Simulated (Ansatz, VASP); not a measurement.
**Two plane-wave programs on KGe2**

```
K Ge
1.0
    -1.72250    1.72250    6.12738
     1.72250   -1.72250    6.12738
     1.72250    1.72250   -6.12738
K Ge
1 2
Direct
  0.00000 0.00000 0.00000
  0.69972 0.69972 0.00000
  0.30028 0.30028 0.00000
```

Alike in both runs: functional PBE; dispersion D3(BJ); k mesh 6 × 6 × 6; occupations gaussian, width 0.1 eV; no spin polarisation.

Ansatz relaxed the structure, and its values are those at the end. VASP's run is a single point on that final structure, the one shown.

|  | VASP | Ansatz |
| --- | --- | --- |
| version | VASP 6.6.1 | Ansatz 0.2.0 |
| potentials or method | VASP PAW PBE potentials, release 64 (K_sv, Ge_d), cutoff 520 eV | scalar-relativistic, plane waves, PAW |
| valence electrons in the cell | 37 | 37 |

Ansatz gave:

```
gap on the k mesh at the Fermi level (eV) : none
pressure (GPa)                            : 0.0
rms of the force components (eV/Å)        : 0.018
```

**Question.** Which values does VASP return?

**Answer.** gap on the k mesh at the Fermi level (eV): none; pressure (GPa): 0.0; rms of the force components (eV/Å): 0.020.

A gap of «none» marks a metal or a gap that the smearing closes.

The k mesh is coarse, so the values compare programs but aren't converged.
